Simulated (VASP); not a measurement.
# NbBiF (P4/mmm) in VASP: further runs, part 2 of 3

VASP 6.6.1. The steps go on from the part before.

## Step 3: Single point, PBE

This run uses another cell than the first one, of 20.81 Å³/atom.

Contents of INCAR:

```
  PREC = Accurate
  ENCUT = 520
  EDIFF = 1E-7
  ISMEAR = 0
  SIGMA = 0.1
  LREAL = False
  LASPH = True
  NELM = 100
  ALGO = Normal
  ISIF = 2
  LWAVE = False
  LCHARG = True
  GGA = PE
  LELF = True
  LVHAR = True
  NBANDS = 24
```

Contents of KPOINTS:

```
regular mesh
0
Gamma
  6 6 4
```

Contents of POSCAR:

```
NbBiF
1.0
    3.9471977787      0.0000000000      0.0000000000
    0.0000000000      3.9471977787      0.0000000000
    0.0000000000      0.0000000000      4.0072908970
Nb Bi F
1 1 1
Direct
    0.0000000000      0.0000000000      0.0000000000
    0.5000000000      0.5000000000      0.5000000000
    0.0000000000      0.0000000000      0.5000000000
```

Potentials or basis: VASP PAW PBE potentials, release 64 (Nb_sv, Bi_d, F).

Launch:

```console
$ cat potpaw_PBE.64/Nb_sv/POTCAR potpaw_PBE.64/Bi_d/POTCAR potpaw_PBE.64/F/POTCAR > POTCAR
$ mpirun -np 1 vasp_std > vasp.out
```

OUTCAR:

```text
PREC = Accurate
   ENCUT = 520
   EDIFF = 1E-7
   ISMEAR = 0
   LREAL = False
   LASPH = True
   NELM = 100
   ISIF = 2
   GGA = PE

 ion  position               nearest neighbor table
   1  0.000  0.000  0.000-   3 2.00   3 2.00   2 3.44   2 3.44   2 3.44   2 3.44   2 3.44   2 3.44
                             2 3.44   2 3.44
   2  0.500  0.500  0.500-   3 2.79   3 2.79   3 2.79   3 2.79   1 3.44   1 3.44   1 3.44   1 3.44
                             1 3.44   1 3.44   1 3.44   1 3.44
   3  0.000  0.000  0.500-   1 2.00   1 2.00   2 2.79   2 2.79   2 2.79   2 2.79

[... 847 lines left out ...]
  Direction    XX          YY          ZZ          XY          YZ          ZX
  --------------------------------------------------------------------------------------
  -------------------------------------------------------------------------------------
  Total        0.0807559      0.0807559     -0.1239028      0.0000000      0.0000000     -0.0000000
  in kB        2.0723179      2.0723179     -3.1795310      0.0000000      0.0000000     -0.0000000
  external PRESSURE =       0.3217016 kB  Pullay stress =       0.0000000 kB

 VOLUME and BASIS-vectors are now :
 -----------------------------------------------------------------------------
  energy-cutoff  :      520.00
  volume of cell :       62.44
      direct lattice vectors                 reciprocal lattice vectors
     3.947197779  0.000000000  0.000000000     0.253344285  0.000000000  0.000000000
     0.000000000  3.947197779  0.000000000     0.000000000  0.253344285  0.000000000
     0.000000000  0.000000000  4.007290897     0.000000000  0.000000000  0.249545148

 POSITION                                       TOTAL-FORCE (eV/Angst)
 -----------------------------------------------------------------------------------
      0.00000      0.00000      0.00000         0.000000      0.000000      0.000000
      1.97360      1.97360      2.00365         0.000000      0.000000      0.000000
      0.00000      0.00000      2.00365         0.000000      0.000000      0.000000
 -----------------------------------------------------------------------------------
    total drift:                                0.000000      0.000000      0.000000

  FREE ENERGIE OF THE ION-ELECTRON SYSTEM (eV)
  ---------------------------------------------------
  free  energy   TOTEN  =       -16.4929469657 eV

  energy  without entropy=      -16.4578940510  energy(sigma->0) =      -16.47542051
```

stdout:

```text
POSCAR found type information on POSCAR NbBiF
 POSCAR found :  3 types and       3 ions
 scaLAPACK will be used
 LDA part: xc-table for (Slater+PW92), standard interpolation
 POSCAR, INCAR and KPOINTS ok, starting setup
 FFT: planning ... GRIDC
 FFT: planning ... GRID_SOFT
 FFT: planning ... GRID
 WAVECAR not read
 entering main loop
```

Run time: 29 s. Hardware: 1 thread of Oxide Virtual Turin-like, shared host; peak memory 0.16 GiB.

Results:

* Free energy: -16.4929 eV
* Pressure: 0.0 GPa
* Band gap on the k mesh: zero (an odd number of electrons rules out a gap without spin polarisation)

Levels at points of the mesh, in eV from the Fermi level:
```csv
k point,band 15,band 16,band 17,band 18,band 19,band 20,band 21,band 22
"(0.00, 0.00, 0.00)",-1.42,-0.52,-0.08,-0.08,0.22,0.47,1.19,1.19
"(0.50, 0.00, 0.00)",-4.13,-1.81,-1.41,-0.05,0.78,1.71,3.31,3.32
"(0.50, 0.50, 0.00)",-1.48,-1.48,-0.70,-0.70,0.10,1.14,1.60,1.61
"(0.00, 0.00, 0.50)",-4.97,-1.10,0.52,0.69,0.69,3.24,3.24,4.15
"(0.50, 0.00, 0.50)",-3.20,-2.17,-1.62,-0.13,1.18,1.33,1.41,1.56
"(0.50, 0.50, 0.50)",-3.53,-0.93,-0.93,1.20,1.89,1.89,2.42,2.63
```

Caveat: the k points lie up to 0.39 Å⁻¹ apart, too coarse for converged energies and pressures of a metal; spin-orbit coupling is left out, which moves the levels of the heavy elements; an odd number of electrons without spin polarisation forces a metal; a magnetic or distorted state may lie lower.

## Step 4: Relaxation of cell and atoms, PBE

Contents of INCAR:

```
ALGO = Fast ; EDIFF = 1E-7
EDIFFG = -0.04 ; ENCUT = 600
GGA = PE ; IBRION = 2
ISIF = 3 ; ISMEAR = 0
LASPH = True ; LCHARG = False
LREAL = False ; LWAVE = False
NELM = 80 ; NSW = 90
PREC = Accurate ; SIGMA = 0.1
```

Contents of KPOINTS:

```
k-points
0
Gamma
  6 6 4
```

Contents of POSCAR:

```
NbBiF
1.0
    3.3418959700      0.0000000000      0.0000000000
    0.0000000000      3.3418959700      0.0000000000
    0.0000000000      0.0000000000      5.3670995700
Nb Bi F
1 1 1
Direct
    0.0000000000      0.0000000000      0.0000000000
    0.5000000000      0.5000000000      0.5000000000
    0.0000000000      0.0000000000      0.5000000000
```

Potentials or basis: VASP PAW PBE potentials, release 64 (Nb_sv, Bi_d, F).

Launch:

```console
$ cat potpaw_PBE.64/Nb_sv/POTCAR potpaw_PBE.64/Bi_d/POTCAR potpaw_PBE.64/F/POTCAR > POTCAR
$ mpirun -np 1 vasp_std > vasp.out
```

OUTCAR:

```text
EDIFF = 1E-7
   EDIFFG = -0.04
   ENCUT = 600
   GGA = PE
   IBRION = 2
   ISIF = 3
   ISMEAR = 0
   LASPH = True
   LREAL = False
   NELM = 80
   NSW = 90
   PREC = Accurate

 ion  position               nearest neighbor table
   1  0.000  0.000  0.000-
   2  0.500  0.500  0.500-   3 2.36   3 2.36   3 2.36   3 2.36
   3  0.000  0.000  0.500-   2 2.36   2 2.36   2 2.36   2 2.36

  LATTYP: Found a simple tetragonal cell.
 ALAT       =     3.3418959700
 C/A-ratio  =     1.6060043814

  Lattice vectors:

 A1 = (   3.3418959700,   0.0000000000,   0.0000000000)
 A2 = (   0.0000000000,   3.3418959700,   0.0000000000)
 A3 = (   0.0000000000,   0.0000000000,   5.3670995700)

Analysis of symmetry for initial positions (statically):
=====================================================================
[... 370 lines left out ...]
  free energy    TOTEN  =       -16.47229588 eV

  energy without entropy =      -16.43687885  energy(sigma->0) =      -16.45458736

 E-fermi :   8.0633     XC(G=0): -10.7340

 val. band max:        8.0574331212   @ k =   0.3333   0.1667   0.2500
 cond. band min:       8.0800707820   @ k =   0.3333   0.0000   0.5000
 fundamental gap:      0.0226376608
 Fermi energy:         8.0633481182

 k-point     1 :       0.0000    0.0000    0.0000
  band No.  band energies     occupation
      1     -47.9754      2.00000
      2     -24.4616      2.00000
      3     -23.8419      2.00000
      4     -23.8419      2.00000
      5     -18.8595      2.00000
      6     -15.0013      2.00000
[... 565 lines left out ...]
     20       9.4021      0.00000
     21       9.6553      0.00000

 [... further k-points ...]

------------------------ aborting loop because EDIFF is reached ----------------------------------------

  FORCE on cell =-STRESS in cart. coord.  units (eV):
  Direction    XX          YY          ZZ          XY          YZ          ZX
  --------------------------------------------------------------------------------------
  -------------------------------------------------------------------------------------
  Total        0.0100765      0.0100765      0.0093343      0.0000000      0.0000000     -0.0000000
  in kB        0.2602671      0.2602671      0.2410949      0.0000000      0.0000000     -0.0000000
  external PRESSURE =       0.2538763 kB  Pullay stress =       0.0000000 kB
[... 18 lines left out ...]
  FREE ENERGIE OF THE ION-ELECTRON SYSTEM (eV)
  ---------------------------------------------------
  free  energy   TOTEN  =       -16.4722958778 eV

  energy  without entropy=      -16.4368788504  energy(sigma->0) =      -16.45458736

 reached required accuracy - stopping structural energy minimisation
```

OSZICAR:

```text
N       E                     dE             d eps       ncg     rms          rms(c)
DAV:   1     0.467193050647E+03    0.46719E+03   -0.20311E+04  1260   0.212E+03
DAV:   2     0.402474691117E+02   -0.42695E+03   -0.41810E+03  1305   0.641E+02
DAV:   3    -0.120544302684E+02   -0.52302E+02   -0.51114E+02  1674   0.212E+02
DAV:   4    -0.159675110329E+02   -0.39131E+01   -0.38534E+01  2222   0.503E+01
[... 421 lines left out ...]
RMM:  17    -0.164722952742E+02   -0.30954E-06   -0.29799E-06  1072   0.679E-03    0.110E-03
RMM:  18    -0.164722955282E+02   -0.25405E-06   -0.23282E-06  1087   0.593E-03    0.758E-04
RMM:  19    -0.164722956783E+02   -0.15005E-06   -0.15483E-06   939   0.507E-03    0.759E-04
RMM:  20    -0.164722957905E+02   -0.11225E-06   -0.12172E-06   828   0.435E-03    0.821E-04
RMM:  21    -0.164722958778E+02   -0.87291E-07   -0.85565E-07   797   0.385E-03
  12 F= -.16472296E+02 E0= -.16454587E+02  d E =-.361373E-02
```

Run time: 13 min. Hardware: 1 thread of Oxide Virtual Turin-like, shared host; peak memory 0.2 GiB.

Results:

| Item | Value |
| --- | --- |
| Free energy | -16.4723 eV |
| Relaxed volume | 20.68 Å³/atom |
| Relaxed cell | a = 3.934 Å, b = 3.934 Å, c = 4.009 Å, α = 90.00°, β = 90.00°, γ = 90.00° |
| Space group after relaxing (to 0.1 Å) | P4/mmm (No. 123) |
| Energy gained by relaxing | 534.6 meV/atom |
| Ionic steps | 12 |
| Pressure after relaxing | 0.0 GPa |
| Band gap on the k mesh | zero (an odd number of electrons rules out a gap without spin polarisation) |

Step by step:
| step | energy change (eV) | largest force (eV/Å) | pressure (GPa) | volume (Å³) |
| --- | --- | --- | --- | --- |
| 1 | 0.0000 | 0.0000 | 5.54 | 59.94 |
| 2 | -0.4023 | 0.0000 | -5.88 | 65.84 |
| 3 | -0.4312 | 0.0000 | -8.15 | 67.85 |
| 4 | -0.9573 | 0.0000 | -7.43 | 65.12 |
| 5 | -1.5831 | 0.0000 | 3.19 | 59.84 |
| 6 | -1.5855 | 0.0000 | 0.51 | 60.65 |
| 7 | -1.5908 | 0.0000 | 1.76 | 60.26 |
| 8 | -1.5895 | 0.0000 | 2.39 | 60.08 |
| 9 | -1.5996 | 0.0000 | -0.60 | 61.95 |
| 10 | -1.6003 | 0.0000 | 0.00 | 61.56 |
| 11 | -1.6032 | 0.0000 | 0.01 | 61.82 |
| 12 | -1.6039 | 0.0000 | 0.03 | 62.03 |

Final structure:
```yaml
crystal:
  lattice:
    - [3.93359, 0.00000, 0.00000]
    - [0.00000, 3.93359, 0.00000]
    - [0.00000, 0.00000, 4.00889]
  atoms:
    - { symbol: Nb, position: [0.00000, 0.00000, 0.00000] }
    - { symbol: Bi, position: [0.50000, 0.50000, 0.50000] }
    - { symbol: F, position: [0.00000, 0.00000, 0.50000] }
```

Levels at points of the mesh, in eV from the Fermi level:
| k point | band 14 | band 15 | band 16 | band 17 | band 18 | band 19 | band 20 | band 21 |
| --- | --- | --- | --- | --- | --- | --- | --- | --- |
| (0.00, 0.00, 0.00) | -8.03 | -1.43 | -0.53 | -0.07 | -0.07 | 0.19 | 0.49 | 1.24 |
| (0.50, 0.00, 0.00) | -6.92 | -4.15 | -1.84 | -1.40 | -0.04 | 0.79 | 1.71 | 3.37 |
| (0.50, 0.50, 0.00) | -7.97 | -1.46 | -1.46 | -0.71 | -0.71 | 0.10 | 1.60 | 1.63 |
| (0.00, 0.00, 0.50) | -8.52 | -5.00 | -1.12 | 0.53 | 0.69 | 0.69 | 3.28 | 3.28 |
| (0.50, 0.00, 0.50) | -6.95 | -3.21 | -2.19 | -1.64 | -0.13 | 1.18 | 1.34 | 1.59 |
| (0.50, 0.50, 0.50) | -9.06 | -3.55 | -0.92 | -0.92 | 1.22 | 1.89 | 1.89 | 2.62 |

Caveat: a cell axis changed by over 15 % at a fixed basis, so the end point is rough; spin-orbit coupling is left out, which moves the levels of the heavy elements; an odd number of electrons without spin polarisation forces a metal; a magnetic or distorted state may lie lower.

(Continued in part 3 of 3.)

The gap in the log of VASP goes by the Fermi energy; the results here count the filled bands.